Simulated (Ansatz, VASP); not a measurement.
# Ge: VASP beside Ansatz

File INCAR:

```
PREC     = Accurate       # precision mode
ENCUT    = 520            # plane-wave cutoff, eV
EDIFF    = 1E-8           # SCF threshold, eV
ISMEAR   = -1             # smearing method
SIGMA    = 0.05           # smearing width, eV
LREAL    = False          # projectors in reciprocal space
LASPH    = True           # aspherical terms in the spheres
NELM     = 100            # most SCF steps
ALGO     = Normal         # electronic algorithm
ISIF     = 2              # what is computed and relaxed
LWAVE    = False          # write WAVECAR
LCHARG   = False          # write CHGCAR
GGA      = PE             # functional
LEFG     = True         
NBANDS   = 21             # bands
```

KPOINTS

```
regular mesh
0
Gamma
  15 15 8
```

POSCAR

```
Ge
1.0
    2.9157300969      0.0000000000      0.0000000000
   -1.4578650484      2.5250963345      0.0000000000
    0.0000000000      0.0000000000      4.9512115212
Ge
2
Direct
    0.3333333333      0.6666666667      0.2500000000
    0.6666666667      0.3333333333      0.7500000000
```

Input for Ansatz:

```yaml
crystal:
  lattice:
    - [2.9157300969, 0.0, 0.0]
    - [-1.4578650484, 2.5250963345, 0.0]
    - [0.0, 0.0, 4.9512115212]
  atoms:
    - { symbol: Ge, position: [0.3333333333, 0.6666666667, 0.25] }
    - { symbol: Ge, position: [0.6666666667, 0.3333333333, 0.75] }
kpoints:
  mp_grid: { grid: [15, 15, 8] }
scf:
  occupations: { method: fermi_dirac, width: 0.05 }
hamiltonian:
  xc: pbe
  pseudopotentials: { kind: paw }
output:
  forces: true
  stress: true
  eigenvalues: true
  efg: { contact_densities: true }
```

Change from the starting cell: volume scaled by 0.9405, PAW files.

Alike in both runs: task electric field gradients; functional PBE; k mesh 15 × 15 × 8; occupations fermi-dirac, width 0.05 eV; no spin polarisation.

|  | VASP | Ansatz |
| --- | --- | --- |
| version | VASP 6.6.1 | Ansatz 0.2.0 |
| potentials or method | VASP PAW PBE potentials, release 64 (Ge_d) | PAW with Ansatz's default frozen-core files, scalar-relativistic |
| plane-wave cutoff (eV) | 520 | 420 |
| valence electrons in the cell | 28 | 28 |

|  | VASP | Ansatz | Ansatz less VASP |
| --- | --- | --- | --- |
| pressure (GPa) | 4.6 | 4.5 | -0.03 |
| traceless stress, the component that is largest in VASP (GPa) | -0.30 | -0.29 | +0.012 |
| size of Vzz on the site where it differs most (V/Å²) | 3.7 | 4.4 | +0.75 |

With one functional, cell and mesh, what is left measures potentials, basis and numerics.
